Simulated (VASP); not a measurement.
Runs of VASP 6.6.1 on Te. Symmetry: P3_121, No. 152, trigonal system. The conventional cell has a = 4.471 Å, b = 4.471 Å, c = 5.949 Å, α = 90.00°, β = 90.00°, γ = 120.00°. Within 3.8 Å of Te (site symmetry 2) lie 6 Te at 2.85 to 3.50 Å. 

| level | potentials or basis | spin | k mesh | smearing | gap on the mesh (eV) | pressure (GPa) | largest force (eV/Å) |
| --- | --- | --- | --- | --- | --- | --- | --- |
| r2SCAN | VASP PAW PBE potentials, release 64 (Te) | off | 6 × 6 × 4 | gaussian 0.01 eV | 0.33 | (a) | - |
| PBE | VASP PAW PBE potentials, release 64 (Te) | off | 6 × 6 × 2 | gaussian 0.01 eV | 0.16 | 1.4 | 0.21 |
| PBE | VASP PAW PBE potentials, release 64 (Te) | non-collinear, zero start, SOC | 6 × 6 × 4 | fermi-dirac 0.02 eV | - | (b) | 0.26 |
| LDA | VASP PAW LDA potentials, release 64 (Te) | off | 6 × 6 × 4 | gaussian 0.01 eV | 0.10 | -1.8 | 0.14 |
| PBE | VASP PAW PBE potentials, release 64 (Te) | off | 6 × 6 × 4 | fermi-dirac 0.02 eV | 0.16 | 1.4 | 0.23 |

Alike in all rows: task single point; cell as given; cutoff (eV) 520.

Estimate the missing entries.

(a) 0.9; (b) 1.7.

Caveats: some runs use coarse meshes; semilocal functionals underestimate gaps, and a narrow one can read as zero (at least some runs); spin-orbit coupling is left out, which moves the levels of the heavy elements (at least some runs); the PAW data sets were made with another functional, which shifts forces and pressure a little (at least some runs).

A k mesh can miss the band edges, and rows without SOC leave out spin-orbit coupling on Te.
